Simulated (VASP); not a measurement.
# MnO (P6_3mc) in VASP: a series of runs

MnO is run at these levels: PBE; tasks: electric field gradients.

All numbers are computed with VASP 6.6.1; they aren't measurements. Logs are shortened: lines on timing, memory, paths and dates and some standing lists are left out, and cuts for length are marked.

**1. The cell of the first run**

It takes space group P6_3mc (No. 186, hexagonal). The conventional cell has a = 3.349 Å, b = 3.349 Å, c = 5.349 Å, α = 90.00°, β = 90.00°, γ = 120.00°. Mn (site symmetry 3m) has 4 O at 1.95 to 2.06 Å within 2.6 Å. O (site symmetry 3m) has 4 Mn at 1.95 to 2.06 Å within 2.6 Å.

**2. Electric field gradients, PBE, collinear spin, ferromagnetic start (12.99 Å³/atom)**

Input file INCAR:

```
ALGO     = Normal         # electronic algorithm
EDIFF    = 1E-8           # SCF threshold, eV
ENCUT    = 520            # plane-wave cutoff, eV
GGA      = PE             # functional
ISIF     = 2              # what is computed and relaxed
ISMEAR   = -1             # smearing method
ISPIN    = 2              # spin polarisation
LASPH    = True           # aspherical terms in the spheres
LCHARG   = False          # write CHGCAR
LEFG     = True         
LMAXMIX  = 4              # l up to which the mixer works
LORBIT   = 11             # projections on sites
LREAL    = False          # projectors in reciprocal space
LWAVE    = False          # write WAVECAR
MAGMOM   = 4 4 0 0        # initial moments
NBANDS   = 31             # bands
NELM     = 150            # most SCF steps
PREC     = Accurate       # precision mode
SIGMA    = 0.05           # smearing width, eV
```

Input file KPOINTS:

```
k-points
0
Gamma
  14 14 8
```

Input file POSCAR:

```
MnO
1.0
    3.3490713822      0.0000000000      0.0000000000
   -1.6745356910      2.9003808960      0.0000000000
    0.0000000000      0.0000000000      5.3493546156
Mn O
2 2
Direct
    0.3333333333      0.6666666667      0.0109600000
    0.6666666667      0.3333333333      0.5109600000
    0.3333333333      0.6666666667      0.3754700000
    0.6666666667      0.3333333333      0.8754700000
```

Potentials or basis: VASP PAW PBE potentials, release 64 (Mn_pv, O).

Run with:

```bash
$ cat potpaw_PBE.64/Mn_pv/POTCAR potpaw_PBE.64/O/POTCAR > POTCAR
$ mpirun -np 1 vasp_std > vasp.out
```

OUTCAR:

```text
EDIFF = 1E-8
   ENCUT = 520
   GGA = PE
   ISIF = 2
   ISMEAR = -1
   ISPIN = 2
   LASPH = True
   LORBIT = 11
   LREAL = False
   NELM = 150
   PREC = Accurate

 ion  position               nearest neighbor table
   1  0.333  0.667  0.011-   3 1.95   4 2.06   4 2.06   4 2.06
   2  0.667  0.333  0.511-   4 1.95   3 2.06   3 2.06   3 2.06
   3  0.333  0.667  0.375-   1 1.95   2 2.06   2 2.06   2 2.06
   4  0.667  0.333  0.875-   2 1.95   1 2.06   1 2.06   1 2.06

  LATTYP: Found a hexagonal cell.
 ALAT       =     3.3490713822
 C/A-ratio  =     1.5972650341

  Lattice vectors:

 A1 = (   3.3490713822,   0.0000000000,   0.0000000000)
 A2 = (  -1.6745356910,   2.9003808960,   0.0000000000)
 A3 = (   0.0000000000,   0.0000000000,   5.3493546156)

Analysis of symmetry for initial positions (statically):
=====================================================================
 Subroutine PRICEL returns:
 Original cell was already a primitive cell.

 Routine SETGRP: Setting up the symmetry group for a
 hexagonal supercell.

 Subroutine GETGRP returns: Found 12 space group operations
 (whereof  6 operations were pure point group operations)
 out of a pool of 24 trial point group operations.

The static configuration has the point symmetry C_3v.
 The point group associated with its full space group is C_6v.

Analysis of symmetry for dynamics (positions and initial velocities):
=====================================================================
 Subroutine PRICEL returns:
 Original cell was already a primitive cell.

 Routine SETGRP: Setting up the symmetry group for a
 hexagonal supercell.

 Subroutine GETGRP returns: Found 12 space group operations
 (whereof  6 operations were pure point group operations)
 out of a pool of 24 trial point group operations.

The dynamic configuration has the point symmetry C_3v.
 The point group associated with its full space group is C_6v.
[... 1001 lines left out ...]
      3     -39.7798      1.00000
      4     -39.7714      1.00000
      5     -39.7714      1.00000
      6     -39.7565      1.00000
[... 805 lines left out ...]
     30      17.4219      0.00000
     31      17.7123      0.00000

 [... further k-points ...]

------------------------ aborting loop because EDIFF is reached ----------------------------------------

  FORCE on cell =-STRESS in cart. coord.  units (eV):
  Direction    XX          YY          ZZ          XY          YZ          ZX
  --------------------------------------------------------------------------------------
  -------------------------------------------------------------------------------------
  Total        2.0632787      2.0632787      5.0832582      0.0000000      0.0000000     -0.0000000
  in kB       63.6191180     63.6191180    156.7371406      0.0000000      0.0000000     -0.0000000
  external PRESSURE =      94.6584589 kB  Pullay stress =       0.0000000 kB

 VOLUME and BASIS-vectors are now :
 -----------------------------------------------------------------------------
  energy-cutoff  :      520.00
  volume of cell :       51.96
      direct lattice vectors                 reciprocal lattice vectors
     3.349071382  0.000000000  0.000000000     0.298590232  0.172391151  0.000000000
    -1.674535691  2.900380896  0.000000000     0.000000000  0.344782301  0.000000000
     0.000000000  0.000000000  5.349354616     0.000000000  0.000000000  0.186938439

 POSITION                                       TOTAL-FORCE (eV/Angst)
 -----------------------------------------------------------------------------------
     -0.00000      1.93359      0.05863        -0.000000     -0.000000     -0.714027
      1.67454      0.96679      2.73331         0.000000      0.000000     -0.714027
     -0.00000      1.93359      2.00852        -0.000000      0.000000      0.714027
      1.67454      0.96679      4.68320         0.000000     -0.000000      0.714027
 -----------------------------------------------------------------------------------
    total drift:                               -0.000001     -0.000000      0.001059

  FREE ENERGIE OF THE ION-ELECTRON SYSTEM (eV)
  ---------------------------------------------------
  free  energy   TOTEN  =       -32.7227210470 eV

  energy  without entropy=      -32.7187724901  energy(sigma->0) =      -32.72074677

 Electric field gradients (V/A^2)
---------------------------------------------------------------------
 ion       V_xx      V_yy      V_zz      V_xy      V_xz      V_yz
---------------------------------------------------------------------
   1      13.386    13.391   -26.777     0.004     0.000    -0.000
   2      13.386    13.391   -26.777     0.004    -0.000     0.000
   3      -0.448    -0.446     0.894     0.001    -0.000     0.000
   4      -0.448    -0.446     0.894     0.001     0.000    -0.000
---------------------------------------------------------------------

 Electric field gradients after diagonalization (V/A^2)
 (convention: |V_zz| > |V_xx| > |V_yy|)
----------------------------------------------------------------------
 ion       V_xx      V_yy      V_zz     asymmetry (V_yy - V_xx)/ V_zz
----------------------------------------------------------------------
   1      13.393    13.384   -26.777       0.000
   2      13.393    13.384   -26.777       0.000
   3      -0.448    -0.445     0.894       0.004
   4      -0.448    -0.445     0.894       0.004
----------------------------------------------------------------------

           NMR quadrupolar parameters

 Cq : quadrupolar parameter    Cq=e*Q*V_zz/h
 eta: asymmetry parameters     (V_yy - V_xx)/ V_zz
 Q  : nuclear electric quadrupole moment in mb (millibarn)
----------------------------------------------------------------------
 ion       Cq(MHz)       eta       Q (mb)
----------------------------------------------------------------------
   1      -0.065       0.000       1.000
   2      -0.065       0.000       1.000
   3       0.002       0.004       1.000
   4       0.002       0.004       1.000
----------------------------------------------------------------------

 total charge

# of ion       s       p       d       tot
------------------------------------------
    1        0.245   6.240   4.966  11.451
    2        0.245   6.240   4.966  11.451
    3        1.556   3.472   0.000   5.028
    4        1.556   3.472   0.000   5.028
--------------------------------------------------
tot          3.603  19.424   9.932  32.959

 magnetization (x)

# of ion       s       p       d       tot
------------------------------------------
    1        0.038   0.065   4.300   4.402
    2        0.038   0.065   4.300   4.402
    3        0.020   0.190   0.000   0.210
    4        0.020   0.190   0.000   0.210
--------------------------------------------------
tot          0.116   0.510   8.599   9.225
```

OSZICAR:

```text
N       E                     dE             d eps       ncg     rms          rms(c)
DAV:   1     0.451916218209E+03    0.45192E+03   -0.21166E+04 14911   0.146E+03
DAV:   2    -0.103240212578E+01   -0.45295E+03   -0.42305E+03 15302   0.439E+02
DAV:   3    -0.375511277916E+02   -0.36519E+02   -0.35680E+02 16938   0.133E+02
[... 12 lines left out ...]
DAV:  16    -0.327227207666E+02   -0.84539E-06   -0.78550E-07 15762   0.831E-03    0.258E-03
DAV:  17    -0.327227209782E+02   -0.21162E-06   -0.32316E-07 16329   0.312E-03    0.867E-04
DAV:  18    -0.327227210337E+02   -0.55459E-07   -0.54926E-08 14573   0.137E-03    0.497E-04
DAV:  19    -0.327227210446E+02   -0.10984E-07   -0.22479E-09 10922   0.386E-04    0.186E-04
DAV:  20    -0.327227210470E+02   -0.23856E-08   -0.18288E-09  7965   0.281E-04
   1 F= -.32722721E+02 E0= -.32720747E+02  d E =-.394856E-02  mag=     9.9845
```

Wall time 6.3 min (1 thread of Oxide Virtual Turin-like, shared host); peak memory 0.35 GiB.

Results:

| Item | Value |
| --- | --- |
| Free energy | -32.7227 eV |
| Pressure | 9.5 GPa |
| Largest force | 0.714 eV/Å |
| Band gap on the k mesh | zero (filled and empty bands overlap) |
| Net moment | 9.98 μB per cell |
| Site moments | Mn +4.40; O +0.21 μB |
| Largest electric field gradient by atom | Mn -26.8; O +0.9 V/Å² |
| Valence electrons inside the program's atomic spheres | Mn 11.45; O 5.03 |

Forces in eV/Å, atoms in the order of the input:
```
Mn   0.000  0.000 -0.714
Mn   0.000  0.000 -0.714
O    0.000  0.000  0.714
O    0.000  0.000  0.714
```

Electric field gradients, principal values (V/Å²):
| atom | least | middle | greatest (by size) |
| --- | --- | --- | --- |
| 1 Mn | 13.384 | 13.393 | -26.777 |
| 2 Mn | 13.384 | 13.393 | -26.777 |
| 3 O | -0.445 | -0.448 | 0.894 |
| 4 O | -0.445 | -0.448 | 0.894 |

Caveat: the cell stands under pressure; without QUAD_EFG the Cq values of the log hold for a quadrupole moment of 1 mb, not for the nuclei; semilocal functionals often make such compounds metallic where correlation or magnetic order opens a gap, which also shifts bond lengths; only a ferromagnetic start was run, and an antiferromagnetic order may lie lower in energy.

**3. Electric field gradients, PBE, collinear spin, ferromagnetic start (13.12 Å³/atom)**

This run uses another cell than the first one, of 13.12 Å³/atom.

Input file INCAR:

```
PREC     = Accurate       # precision mode
ENCUT    = 520            # plane-wave cutoff, eV
EDIFF    = 1E-8           # SCF threshold, eV
ISMEAR   = -1             # smearing method
SIGMA    = 0.05           # smearing width, eV
LREAL    = F              # projectors in reciprocal space
LASPH    = T              # aspherical terms in the spheres
NELM     = 150            # most SCF steps
ALGO     = Normal         # electronic algorithm
ISIF     = 2              # what is computed and relaxed
LWAVE    = F              # write WAVECAR
LCHARG   = F              # write CHGCAR
ISPIN    = 2              # spin polarisation
MAGMOM   = 4 4 0 0        # initial moments
LORBIT   = 11             # projections on sites
LMAXMIX  = 4              # l up to which the mixer works
GGA      = PE             # functional
LEFG     = T            
NBANDS   = 31             # bands
```

Input file KPOINTS:

```
Automatic mesh
0
Gamma
  14 14 8
```

Input file POSCAR:

```
MnO
1.0
    3.3604242533      0.0000000000      0.0000000000
   -1.6802121266      2.9102127708      0.0000000000
    0.0000000000      0.0000000000      5.3674881598
Mn O
2 2
Direct
    0.3333333333      0.6666666667      0.0109600000
    0.6666666667      0.3333333333      0.5109600000
    0.3333333333      0.6666666667      0.3754700000
    0.6666666667      0.3333333333      0.8754700000
```

Potentials or basis: VASP PAW PBE potentials, release 64 (Mn_pv, O).

Run with:

```bash
$ cat potpaw_PBE.64/Mn_pv/POTCAR potpaw_PBE.64/O/POTCAR > POTCAR
$ mpirun -np 1 vasp_std > vasp.out
```

OUTCAR:

```text
PREC = Accurate
   ENCUT = 520
   EDIFF = 1E-8
   ISMEAR = -1
   LREAL = F
   LASPH = T
   NELM = 150
   ISIF = 2
   ISPIN = 2
   LORBIT = 11
   GGA = PE

 ion  position               nearest neighbor table
   1  0.333  0.667  0.011-   3 1.96   4 2.07   4 2.07   4 2.07
   2  0.667  0.333  0.511-   4 1.96   3 2.07   3 2.07   3 2.07
   3  0.333  0.667  0.375-   1 1.96   2 2.07   2 2.07   2 2.07
   4  0.667  0.333  0.875-   2 1.96   1 2.07   1 2.07   1 2.07

  LATTYP: Found a hexagonal cell.
 ALAT       =     3.3604242533
 C/A-ratio  =     1.5972650342

  Lattice vectors:

 A1 = (   3.3604242533,   0.0000000000,   0.0000000000)
[... 1894 lines left out ...]
 ion       V_xx      V_yy      V_zz     asymmetry (V_yy - V_xx)/ V_zz
----------------------------------------------------------------------
   1      13.242    13.233   -26.475       0.000
   2      13.242    13.233   -26.475       0.000
   3      -0.484    -0.481     0.965       0.004
   4      -0.484    -0.481     0.965       0.004
----------------------------------------------------------------------

           NMR quadrupolar parameters

 Cq : quadrupolar parameter    Cq=e*Q*V_zz/h
 eta: asymmetry parameters     (V_yy - V_xx)/ V_zz
 Q  : nuclear electric quadrupole moment in mb (millibarn)
----------------------------------------------------------------------
 ion       Cq(MHz)       eta       Q (mb)
----------------------------------------------------------------------
   1      -0.064       0.000       1.000
   2      -0.064       0.000       1.000
   3       0.002       0.004       1.000
   4       0.002       0.004       1.000
----------------------------------------------------------------------

 total charge

# of ion       s       p       d       tot
------------------------------------------
    1        0.243   6.235   4.961  11.440
    2        0.243   6.235   4.961  11.440
    3        1.556   3.467   0.000   5.023
    4        1.556   3.467   0.000   5.023
--------------------------------------------------
tot          3.598  19.405   9.923  32.926

 magnetization (x)

# of ion       s       p       d       tot
------------------------------------------
    1        0.038   0.064   4.307   4.408
    2        0.038   0.064   4.307   4.408
    3        0.020   0.188   0.000   0.208
    4        0.020   0.188   0.000   0.208
--------------------------------------------------
tot          0.116   0.503   8.613   9.232
```

stdout:

```text
POSCAR found type information on POSCAR MnO
 POSCAR found :  2 types and       4 ions
 scaLAPACK will be used
 LDA part: xc-table for (Slater+PW92), standard interpolation
 POSCAR, INCAR and KPOINTS ok, starting setup
 FFT: planning ... GRIDC
 FFT: planning ... GRID_SOFT
 FFT: planning ... GRID
 WAVECAR not read
 entering main loop
ion   1

ion   2

ion   3

ion   4
```

Run time: 7.1 min. Hardware: 1 thread of Oxide Virtual Turin-like, shared host; peak memory 0.35 GiB.

What came out:

```
Free energy                                           : -32.7522 eV
Pressure                                              : 8.0 GPa
Largest force                                         : 0.688 eV/Å
Band gap on the k mesh                                : zero (filled and empty bands overlap)
Net moment                                            : 9.99 μB per cell
Site moments                                          : Mn +4.41; O +0.21 μB
Largest electric field gradient by atom               : Mn -26.5; O +1.0 V/Å²
Valence electrons inside the program's atomic spheres : Mn 11.44; O 5.02
```

Forces on the atoms (eV/Å):
```
Mn   0.000  0.000 -0.688
Mn   0.000  0.000 -0.688
O    0.000  0.000  0.688
O    0.000  0.000  0.688
```

Electric field gradients, principal values (V/Å²):
```
atom   least  middle  greatest (by size)
1 Mn  13.233  13.242             -26.475
2 Mn  13.233  13.242             -26.475
 3 O  -0.481  -0.484               0.965
 4 O  -0.481  -0.484               0.965
```

Caveat: the cell stands under pressure; without QUAD_EFG the Cq values of the log hold for a quadrupole moment of 1 mb, not for the nuclei; semilocal functionals often make such compounds metallic where correlation or magnetic order opens a gap, which also shifts bond lengths; only a ferromagnetic start was run, and an antiferromagnetic order may lie lower in energy. With open d or f shells a metallic result of PBE can be an artefact of self-interaction; +U or a hybrid may open a gap.

(Part 1 of 2 ends here.)
